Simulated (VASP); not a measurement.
Runs of VASP 6.6.1 on ScSi2. The structure is that of space group P6/mmm (No. 191), or close to it. The cells are those of the table. 

```tsv
task	cell	gap on the mesh (eV)	pressure (GPa)
electric field gradients	a = 3.611, b = 3.611, c = 3.818 Å, angles 90.0, 90.0, 120.0°, 3 atoms	none	30.4
single point	a = 3.611, b = 3.611, c = 3.818 Å, angles 90.0, 90.0, 120.0°, 3 atoms	none	30.4
electric field gradients	a = 3.672, b = 3.672, c = 3.883 Å, angles 90.0, 90.0, 120.0°, 3 atoms	none	20.2
single point	a = 3.585, b = 3.585, c = 3.791 Å, angles 90.0, 90.0, 120.0°, 3 atoms	none	35.2
single point	a = 3.684, b = 3.684, c = 3.896 Å, angles 90.0, 90.0, 120.0°, 3 atoms	none	18.4
single point	a = 3.660, b = 3.660, c = 3.870 Å, angles 90.0, 90.0, 120.0°, 3 atoms	none	22.1
single point	a = 3.672, b = 3.672, c = 3.883 Å, angles 90.0, 90.0, 120.0°, 3 atoms	none	20.2
electric field gradients	a = 3.635, b = 3.635, c = 3.844 Å, angles 90.0, 90.0, 120.0°, 3 atoms	none	26.1
electric field gradients	a = 3.648, b = 3.648, c = 3.857 Å, angles 90.0, 90.0, 120.0°, 3 atoms	none	(a)
electric field gradients	a = 3.684, b = 3.684, c = 3.896 Å, angles 90.0, 90.0, 120.0°, 3 atoms	none	18.4
single point	a = 3.635, b = 3.635, c = 3.844 Å, angles 90.0, 90.0, 120.0°, 3 atoms	none	26.1
electric field gradients	a = 3.708, b = 3.708, c = 3.921 Å, angles 90.0, 90.0, 120.0°, 3 atoms	none	15.1
```

Alike in all rows: level PBEsol; potentials or basis VASP PAW PBE potentials, release 64 (Sc_sv, Si); no spin polarisation; k mesh 13 × 13 × 11; cutoff (eV) 520; smearing fermi-dirac 0.05 eV.

Estimate the missing entries.

(a) 24.0.

Caveats: the cell stands under pressure; the PAW data sets were made with another functional, which shifts forces and pressure a little.

A gap of «none» marks levels without a gap at the run's occupations.
